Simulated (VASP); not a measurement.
NbP (CsCl type), 2 atoms in the cell. It takes space group Pm-3m (No. 221, cubic). Conventional cell: a = 2.826 Å, b = 2.826 Å, c = 2.826 Å, α = 90.00°, β = 90.00°, γ = 90.00°. Within 3.2 Å of Nb (site symmetry m-3m) lie 8 P at 2.45 Å and 6 Nb at 2.83 Å. P (site symmetry m-3m) has 8 Nb at 2.45 Å and 6 P at 2.83 Å within 3.2 Å.  This cell differs from its parent crystal: volume scaled by 0.75.

```yaml
Program: VASP 6.6.1
Task: single point
Functional: PBE
Potentials_or_basis: VASP PAW PBE potentials, release 64 (Nb_sv, P)
Cutoff: 520 eV
k_mesh: 13 × 13 × 13
Occupations: fermi-dirac, width 0.1 eV
Spin: no spin polarisation
Dipole_correction: no
Further_INCAR_settings: ALGO = Normal; EDIFF = 1e-06; NBANDS = 16
```

Potentials or basis: VASP PAW PBE potentials, release 64 (Nb_sv, P).

Run with:

```sh
$ cat potpaw_PBE.64/Nb_sv/POTCAR potpaw_PBE.64/P/POTCAR > POTCAR
$ mpirun -np 1 vasp_std > vasp.out
```

Hardware: 1 thread of AMD EPYC 7R13 Processor (Zen 3) (shared host).

Problem. Estimate the wall time of this run.

Solution. Wall time 25 s on 1 thread of AMD EPYC 7R13 Processor (Zen 3), on a shared host, peak memory 0.13 GiB. Counts: scf iterations 12, k points 84.
